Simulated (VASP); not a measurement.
# SO (rock salt type) (Fm-3m) in VASP: further runs

SO (rock salt type) is run at these levels: PBE; tasks: single point.

Everything below comes from runs of VASP 6.6.1. Logs are shortened: lines on timing, memory, paths and dates and some standing lists are left out, and cuts for length are marked.

**1. The cell of the first run**

It takes space group Fm-3m (No. 225, cubic). The conventional cell has a = 4.591 Å, b = 4.591 Å, c = 4.591 Å, α = 90.00°, β = 90.00°, γ = 90.00°. Within 3.0 Å of S (site symmetry m-3m) lie 6 O at 2.30 Å. Within 3.0 Å of O (site symmetry m-3m) lie 6 S at 2.30 Å.

**2. Single point, PBE**

The input, INCAR:

```
PREC = Accurate
ENCUT = 520
EDIFF = 1E-6
ISMEAR = -1
SIGMA = 0.06122561905347299
LREAL = F
LASPH = T
NELM = 100
ALGO = Normal
ISIF = 2
LWAVE = F
LCHARG = F
GGA = PE
NBANDS = 13
```

The input, KPOINTS:

```
Automatic mesh
0
Gamma
  21 21 21
```

The input, POSCAR:

```
SO
1.0
    0.0000000000      2.2954895075      2.2954895075
    2.2954895075      0.0000000000      2.2954895075
    2.2954895075      2.2954895075      0.0000000000
S O
1 1
Direct
    0.0000000000      0.0000000000      0.0000000000
    0.5000000000      0.5000000000      0.5000000000
```

Potentials or basis: VASP PAW PBE potentials, release 64 (S, O).

On the command line:

```bash
$ cat potpaw_PBE.64/S/POTCAR potpaw_PBE.64/O/POTCAR > POTCAR
$ mpirun -np 1 vasp_std > vasp.out
```

OUTCAR:

```text
PREC = Accurate
   ENCUT = 520
   EDIFF = 1E-6
   ISMEAR = -1
   LREAL = F
   LASPH = T
   NELM = 100
   ISIF = 2
   GGA = PE

 ion  position               nearest neighbor table
   1  0.000  0.000  0.000-   2 2.30   2 2.30   2 2.30   2 2.30   2 2.30   2 2.30
   2  0.500  0.500  0.500-   1 2.30   1 2.30   1 2.30   1 2.30   1 2.30   1 2.30

  LATTYP: Found a face centered cubic cell.
 ALAT       =     4.5909790150

  Lattice vectors:

 A1 = (   0.0000000000,   2.2954895075,   2.2954895075)
 A2 = (   2.2954895075,   0.0000000000,   2.2954895075)
 A3 = (   2.2954895075,   2.2954895075,   0.0000000000)

Analysis of symmetry for initial positions (statically):
=====================================================================
 Subroutine PRICEL returns:
 Original cell was already a primitive cell.

 Routine SETGRP: Setting up the symmetry group for a
 face centered cubic supercell.

 Subroutine GETGRP returns: Found 48 space group operations
 (whereof 48 operations were pure point group operations)
 out of a pool of 48 trial point group operations.

The static configuration has the point symmetry O_h .

Analysis of symmetry for dynamics (positions and initial velocities):
=====================================================================
 Subroutine PRICEL returns:
 Original cell was already a primitive cell.

 Routine SETGRP: Setting up the symmetry group for a
 face centered cubic supercell.

 Subroutine GETGRP returns: Found 48 space group operations
 (whereof 48 operations were pure point group operations)
 out of a pool of 48 trial point group operations.

The dynamic configuration has the point symmetry O_h .

 Subroutine INISYM returns: Found 48 space group operations
 (whereof 48 operations are pure point group operations),
 and found     1 'primitive' translations

----------------------------------------------------------------------------------------

                                     Primitive cell

  volume of cell :      24.1911

  direct lattice vectors                    reciprocal lattice vectors
     0.000000000  2.295489508  2.295489508    -0.217818465  0.217818465  0.217818465
     2.295489508  0.000000000  2.295489508     0.217818465 -0.217818465  0.217818465
     2.295489508  2.295489508  0.000000000     0.217818465  0.217818465 -0.217818465

  length of vectors
     3.246312394  3.246312394  3.246312394     0.377272647  0.377272647  0.377272647

  position of ions in fractional coordinates (direct lattice)
     0.000000000  0.000000000  0.000000000
     0.500000000  0.500000000  0.500000000

  ion indices of the primitive-cell ions
   primitive index   ion index
                 1           1
                 2           2

----------------------------------------------------------------------------------------

 KPOINTS: Automatic mesh

Automatic generation of k-mesh.
 Grid dimensions read from file:
 generate k-points for:   21   21   21

 Generating k-lattice:

  Cartesian coordinates                     Fractional coordinates (reciprocal lattice)
    -0.010372308  0.010372308  0.010372308     0.047619048  0.000000000  0.000000000
     0.010372308 -0.010372308  0.010372308     0.000000000  0.047619048  0.000000000
     0.010372308  0.010372308 -0.010372308     0.000000000  0.000000000  0.047619048

  Length of vectors
     0.017965364  0.017965364  0.017965364

  Shift w.r.t. Gamma in fractional coordinates (k-lattice)
     0.000000000  0.000000000  0.000000000

 Subroutine IBZKPT returns following result:
 ===========================================

 Found    286 irreducible k-points:

 Following reciprocal coordinates:
            Coordinates               Weight
  0.000000  0.000000  0.000000      1.000000
  0.047619  0.000000  0.000000      8.000000
  0.095238  0.000000  0.000000      8.000000
  0.142857  0.000000  0.000000      8.000000
  0.190476  0.000000  0.000000      8.000000
  0.238095  0.000000  0.000000      8.000000
[... 16 lines left out ...]
 -0.428571  0.047619  0.000000     24.000000
 -0.380952  0.047619  0.000000     24.000000
 [... further k-points ...]
   k-points           NKPTS =    286   k-points in BZ     NKDIM =    286   number of bands    NBANDS=     13
   number of dos      NEDOS =    301   number of ions     NIONS =      2
   total plane-waves  NPLWV =  13824
   dimension x,y,z NGX =    24 NGY =   24 NGZ =   24
   dimension x,y,z NGXF=    48 NGYF=   48 NGZF=   48
   ions per type =               1   1
   NGX,Y,Z   is equivalent  to a cutoff of  12.29, 12.29, 12.29 a.u.
   NGXF,Y,Z  is equivalent  to a cutoff of  24.58, 24.58, 24.58 a.u.
 SYSTEM =  unknown system
   PREC   = accura    normal or accurate (medium, high low for compatibility)
   ISTART =      0    job   : 0-new  1-cont  2-samecut
   ICHARG =      2    charge: 1-file 2-atom 10-const
   ISPIN  =      1    spin polarized calculation?
   LNONCOLLINEAR =      F non collinear calculations
   LSORBIT =      F    spin-orbit coupling
   LASPH  =      T    aspherical Exc in radial PAW
   ENCUT  =  520.0 eV  38.22 Ry    6.18 a.u.   6.04  6.04  6.04*2*pi/ulx,y,z
   NELM   =    100;   NELMIN=  2; NELMDL= -5     # of ELM steps
   EDIFF  = 0.1E-05   stopping-criterion for ELM
   LREAL  =      F    real-space projection
   EDIFFG = 0.1E-04   stopping-criterion for IOM
   NSW    =      0    number of steps for IOM
   IBRION =     -1    ionic relax: 0-MD 1-quasi-New 2-CG
   NFREE  =      0    steps in history (QN), initial steepest desc. (CG)
   ISIF   =      2    stress and relaxation
   ISYM   =      2    0-nonsym 1-usesym 2-fastsym
   POTIM  = 0.5000    time-step for ionic-motion
   TEBEG  =    0.0;   TEEND  =   0.0 temperature during run
   PSTRESS=    0.0 pullay stress
   NELECT =      12.0000    total number of electrons
   NUPDOWN=      -1.0000    fix difference up-down
   EMIN   =  10.00;   EMAX   =-10.00  energy-range for DOS
   EFERMI =   0.00;   METHOD = LEGACY
   ISMEAR =    -1;   SIGMA  =   0.06  broadening in eV -4-tet -1-fermi 0-gaus
   EFERMI_NEDOS =   21; number of points for ismear=-14 and -15
   IALGO  =     38    algorithm
   IMIX   =      4    mixing-type and parameters
     AMIX     =   0.40;   BMIX     =  1.00
     AMIX_MAG =   1.60;   BMIX_MAG =  1.00
  volume/ion in A,a.u.               =      12.10        81.62
  Fermi-wavevector in a.u.,A,eV,Ry     =   1.295935  2.448962 22.850276  1.679448
  Thomas-Fermi vector in A             =   2.427423
   LORBIT       =      0    0 simple, 1 ext, 2 COOP (PROOUT), +10 PAW based schemes
   GGA     = PE    functional components
   LHFCALC =     F    Hartree Fock is set to
   AEXX    =    0.0000 exact exchange contribution
   IVDW    =     0    specifies the selected vdW correction
   LEPSILON=     F    determine dielectric tensor
   LRPA    =     F    only Hartree local field effects (RPA)
 non-spin polarized calculation
  energy-cutoff  :      520.00
  volume of cell :       24.19
 maximum number of plane-waves:       665
   NGX = 13   NGY = 13   NGZ = 13

 number of electron      12.0000003 magnetization

 Free energy of the ion-electron system (eV)
  ---------------------------------------------------
  ext. energy  EPLUGINS =         0.00000000
  ---------------------------------------------------
  free energy    TOTEN  =        -7.09519501 eV

  energy without entropy =       -7.07942455  energy(sigma->0) =       -7.08730978

 E-fermi :   6.2921     XC(G=0): -11.2054

 val. band max:        6.2908222544   @ k =  -0.1905   0.0476   0.0000
 cond. band min:       6.2924679166   @ k =   0.3333   0.0952   0.0476
 fundamental gap:      0.0016456622
 Fermi energy:         6.2921059060

 k-point     1 :       0.0000    0.0000    0.0000
  band No.  band energies     occupation
      1     -14.2562      2.00000
      2      -4.8532      2.00000
      3       2.0587      2.00000
      4       2.0587      2.00000
      5       2.0587      2.00000
      6       7.9961      0.00000
      7       7.9961      0.00000
      8       7.9961      0.00000
      9      15.8148      0.00000
     10      15.8148      0.00000
     11      15.8148      0.00000
     12      19.0410      0.00000
     13      19.0410      0.00000

 k-point     2 :       0.0476    0.0000    0.0000
  band No.  band energies     occupation
      1     -14.2303      2.00000
      2      -4.9065      2.00000
      3       2.0624      2.00000
      4       2.0624      2.00000
      5       2.0815      2.00000
      6       7.8964      0.00000
      7       7.9288      0.00000
      8       7.9288      0.00000
      9      15.7610      0.00000
     10      15.8852      0.00000
     11      15.8852      0.00000
     12      19.1386      0.00000
     13      19.1386      0.00000

 k-point     3 :       0.0952    0.0000    0.0000
  band No.  band energies     occupation
      1     -14.1540      2.00000
      2      -5.0621      2.00000
      3       2.0738      2.00000
      4       2.0738      2.00000
      5       2.1467      2.00000
      6       7.6173      0.00000
      7       7.7377      0.00000
      8       7.7377      0.00000
      9      15.6280      0.00000
     10      16.0912      0.00000
     11      16.0912      0.00000
     12      19.4221      0.00000
     13      19.4221      0.00000
[... 305 lines left out ...]
 k-point    23 :      -0.4286    0.0476    0.0000
  band No.  band energies     occupation
      1     -12.7689      2.00000
      2      -7.3813      2.00000
      3       1.9723      2.00000
      4       2.4335      2.00000
      5       3.5519      2.00000
      6       4.1125      2.00000
      7       5.4376      2.00000
      8       5.9122      1.99597
      9      15.7392      0.00000
     10      19.4220      0.00000
     11      19.4750      0.00000
     12      22.8365      0.00000
     13      24.1978      0.00000

 k-point    24 :      -0.3810    0.0476    0.0000
  band No.  band energies     occupation
      1     -12.9149      2.00000
      2      -7.1662      2.00000
      3       1.8902      2.00000
      4       2.4612      2.00000
      5       3.3586      2.00000
      6       4.4339      2.00000
      7       5.5210      1.99999
      8       6.1475      1.82770
      9      15.6268      0.00000
     10      19.0548      0.00000
     11      19.1968      0.00000
     12      22.6350      0.00000
     13      23.5409      0.00000

 [... further k-points ...]

------------------------ aborting loop because EDIFF is reached ----------------------------------------

  FORCE on cell =-STRESS in cart. coord.  units (eV):
  Direction    XX          YY          ZZ          XY          YZ          ZX
  --------------------------------------------------------------------------------------
  -------------------------------------------------------------------------------------
  Total        0.3607945      0.3607945      0.3607945      0.0000000      0.0000000     -0.0000000
  in kB       23.8954159     23.8954159     23.8954159      0.0000000      0.0000000     -0.0000000
  external PRESSURE =      23.8954159 kB  Pullay stress =       0.0000000 kB

 VOLUME and BASIS-vectors are now :
 -----------------------------------------------------------------------------
  energy-cutoff  :      520.00
  volume of cell :       24.19
      direct lattice vectors                 reciprocal lattice vectors
     0.000000000  2.295489508  2.295489508    -0.217818465  0.217818465  0.217818465
     2.295489508  0.000000000  2.295489508     0.217818465 -0.217818465  0.217818465
     2.295489508  2.295489508  0.000000000     0.217818465  0.217818465 -0.217818465

 POSITION                                       TOTAL-FORCE (eV/Angst)
 -----------------------------------------------------------------------------------
      0.00000      0.00000      0.00000         0.000000      0.000000      0.000000
      2.29549      2.29549      2.29549         0.000000      0.000000     -0.000000
 -----------------------------------------------------------------------------------
    total drift:                                0.000000     -0.000000      0.000000

  FREE ENERGIE OF THE ION-ELECTRON SYSTEM (eV)
  ---------------------------------------------------
  free  energy   TOTEN  =        -7.0951950101 eV

  energy  without entropy=       -7.0794245503  energy(sigma->0) =       -7.08730978
```

It took 18 s on 1 thread of Intel Xeon 6975P-C (Granite Rapids), shared host; peak memory 0.19 GiB.

What came out:

| Property | Result |
| --- | --- |
| Free energy | -7.0952 eV |
| Pressure | 2.4 GPa |
| Band gap on the k mesh | zero (bands 6 and 7 overlap by 3.10 eV) |

Levels at points of the mesh, in eV from the Fermi level:
```
           k point  band 2  band 3  band 4  band 5  band 6  band 7  band 8  band 9  band 10  band 11
(0.00, 0.00, 0.00)  -11.15   -4.23   -4.23   -4.23    1.70    1.70    1.70    9.52     9.52     9.52
```

**3. Single point, PBE**

The input, INCAR:

```
SYSTEM = SO
PREC = Accurate ; ENCUT = 520
EDIFF = 1E-7 ; ISMEAR = -1
SIGMA = 0.06122561905347299 ; LREAL = .False.
LASPH = .True. ; NELM = 60
ALGO = Normal ; ISIF = 2
LWAVE = .False. ; LCHARG = .False.
GGA = PE ; NBANDS = 13
```

The input, KPOINTS:

```
regular mesh
0
Gamma
  21 21 21
  0 0 0
```

POSCAR is that of step 2.

Potentials or basis: VASP PAW PBE potentials, release 64 (S, O).

On the command line:

```bash
$ cat potpaw_PBE.64/S/POTCAR potpaw_PBE.64/O/POTCAR > POTCAR
$ mpirun -np 1 vasp_std > vasp.out
```

OUTCAR:

```text
SYSTEM = SO
   PREC = Accurate
   ENCUT = 520
   EDIFF = 1E-7
   ISMEAR = -1
   LREAL = .False.
   LASPH = .True.
   NELM = 60
   ISIF = 2
   GGA = PE

 ion  position               nearest neighbor table
   1  0.000  0.000  0.000-   2 2.30   2 2.30   2 2.30   2 2.30   2 2.30   2 2.30
   2  0.500  0.500  0.500-   1 2.30   1 2.30   1 2.30   1 2.30   1 2.30   1 2.30

  LATTYP: Found a face centered cubic cell.
 ALAT       =     4.5909790150

  Lattice vectors:

 A1 = (   0.0000000000,   2.2954895075,   2.2954895075)
 A2 = (   2.2954895075,   0.0000000000,   2.2954895075)
 A3 = (   2.2954895075,   2.2954895075,   0.0000000000)

Analysis of symmetry for initial positions (statically):
=====================================================================
 Subroutine PRICEL returns:
 Original cell was already a primitive cell.

 Routine SETGRP: Setting up the symmetry group for a
 face centered cubic supercell.

 Subroutine GETGRP returns: Found 48 space group operations
 (whereof 48 operations were pure point group operations)
 out of a pool of 48 trial point group operations.

The static configuration has the point symmetry O_h .
[... 173 lines left out ...]
      5       2.0586      2.00000
      6       7.9958      0.00000
      7       7.9958      0.00000
      8       7.9958      0.00000
      9      15.8148      0.00000
     10      15.8148      0.00000
     11      15.8148      0.00000
     12      19.0409      0.00000
     13      19.0409      0.00000
[... 354 lines left out ...]
  band No.  band energies     occupation
      1     -12.9150      2.00000
      2      -7.1665      2.00000
      3       1.8901      2.00000
      4       2.4610      2.00000
      5       3.3585      2.00000
      6       4.4337      2.00000
      7       5.5208      1.99999
      8       6.1473      1.82771
      9      15.6269      0.00000
     10      19.0547      0.00000
     11      19.1967      0.00000
     12      22.6352      0.00000
     13      23.5407      0.00000

 [... further k-points ...]

------------------------ aborting loop because EDIFF is reached ----------------------------------------

  FORCE on cell =-STRESS in cart. coord.  units (eV):
  Direction    XX          YY          ZZ          XY          YZ          ZX
  --------------------------------------------------------------------------------------
  -------------------------------------------------------------------------------------
  Total        0.3639113      0.3639113      0.3639113     -0.0000000      0.0000000     -0.0000000
  in kB       24.1018383     24.1018383     24.1018383     -0.0000000      0.0000000     -0.0000000
  external PRESSURE =      24.1018383 kB  Pullay stress =       0.0000000 kB

 VOLUME and BASIS-vectors are now :
 -----------------------------------------------------------------------------
  energy-cutoff  :      520.00
  volume of cell :       24.19
      direct lattice vectors                 reciprocal lattice vectors
     0.000000000  2.295489508  2.295489508    -0.217818465  0.217818465  0.217818465
     2.295489508  0.000000000  2.295489508     0.217818465 -0.217818465  0.217818465
     2.295489508  2.295489508  0.000000000     0.217818465  0.217818465 -0.217818465

 POSITION                                       TOTAL-FORCE (eV/Angst)
 -----------------------------------------------------------------------------------
      0.00000      0.00000      0.00000         0.000000      0.000000      0.000000
      2.29549      2.29549      2.29549        -0.000000     -0.000000     -0.000000
 -----------------------------------------------------------------------------------
    total drift:                                0.000000     -0.000000      0.000000

  FREE ENERGIE OF THE ION-ELECTRON SYSTEM (eV)
  ---------------------------------------------------
  free  energy   TOTEN  =        -7.0951947216 eV

  energy  without entropy=       -7.0794240012  energy(sigma->0) =       -7.08730936
```

Run time: 21 s. Hardware: 1 thread of Intel Xeon 6975P-C (Granite Rapids), shared host; peak memory 0.19 GiB.

Results:

| Quantity | Value |
| --- | --- |
| Free energy | -7.0952 eV |
| Pressure | 2.4 GPa |
| Band gap on the k mesh | zero (bands 6 and 7 overlap by 3.10 eV) |

(Continued in part 2 of 2.)
